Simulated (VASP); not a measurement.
Input of a VASP 6.6.1 run:

INCAR

```
SYSTEM = NaTa4F
ALGO = Normal
EDIFF = 1E-6
ENCUT = 520
GGA = PE
ISIF = 2
ISMEAR = 0
LASPH = .TRUE.
LCHARG = .FALSE.
LREAL = .FALSE.
LWAVE = .FALSE.
NBANDS = 38
NELM = 60
PREC = Accurate
SIGMA = 0.1
```

The input KPOINTS:

```
k-points
0
G
  4 4 4
  0 0 0
```

POSCAR

```
NaTa4F
1.0
    0.0000000000      3.9613859804      3.9613859804
    3.9613859804      0.0000000000      3.9613859804
    3.9613859804      3.9613859804      0.0000000000
Na Ta F
1 4 1
Direct
    0.7500000000      0.7500000000      0.7500000000
    0.3785439611      0.3785439611      0.8643681167
    0.8643681167      0.3785439611      0.3785439611
    0.3785439611      0.3785439611      0.3785439611
    0.3785439611      0.8643681167      0.3785439611
    0.0000000000      0.0000000000      0.0000000000
```

Potentials or basis: VASP PAW PBE potentials, release 64 (Na_pv, Ta_pv, F).

Run with:

```sh
$ cat potpaw_PBE.64/Na_pv/POTCAR potpaw_PBE.64/Ta_pv/POTCAR potpaw_PBE.64/F/POTCAR > POTCAR
$ mpirun -np 1 vasp_std > vasp.out
```

(1) What does it give for the band gap on the k mesh?

(2) Estimate the pressure.

## Answers

(1) zero (bands 29 and 30 overlap by 0.17 eV).

(2) 0.1 GPa.

Caveat: spin-orbit coupling is left out, which moves the levels of the heavy elements.
